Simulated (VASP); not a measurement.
LiBr: single point with HSE06

LiBr:

```xyz
2
Lattice="0.0000 2.7395 2.7395 2.7395 0.0000 2.7395 2.7395 2.7395 0.0000" Properties=species:S:1:pos:R:3 pbc="T T T"
Li    0.0000    0.0000    0.0000
Br    2.7395    2.7395    2.7395
```

```yaml
Program: VASP 6.6.1
Task: single point
Functional: HSE06
Potentials_or_basis: VASP PAW PBE potentials, release 64 (Li_sv, Br)
Cutoff: 650 eV
k_mesh: 4 × 4 × 4
Occupations: gaussian, width 0.01 eV
Spin: non-collinear spin, zero start, spin-orbit coupling
Starting_moments: "[[0.0, 0.0, 0.0], [0.0, 0.0, 0.0]] μB"
Dipole_correction: no
Grid_for_exact_exchange_PRECFOCK: Normal
Further_INCAR_settings: ALGO = Normal; EDIFF = 1e-06; NBANDS = 22
Share_of_exact_exchange: 0.25
Screening_parameter: 0.2079 1/Å
```

| Quantity | Value |
| --- | --- |
| Pressure | -0.1 GPa |
| Net moment | 0.00 μB per cell |
| Valence electrons inside the program's atomic spheres | Li 2.04; Br 4.95 |

Moments on the atoms (μB; x, y, z):
```
Li  0.00 0.00 0.00
Br  0.00 0.00 0.00
```

Wall time 33 min on 1 thread of Intel Xeon 8259CL, on a shared host, peak memory 0.43 GiB.

Caveat: the k points lie up to 0.50 Å⁻¹ apart; the PAW data sets were made with another functional, which shifts forces and pressure a little.
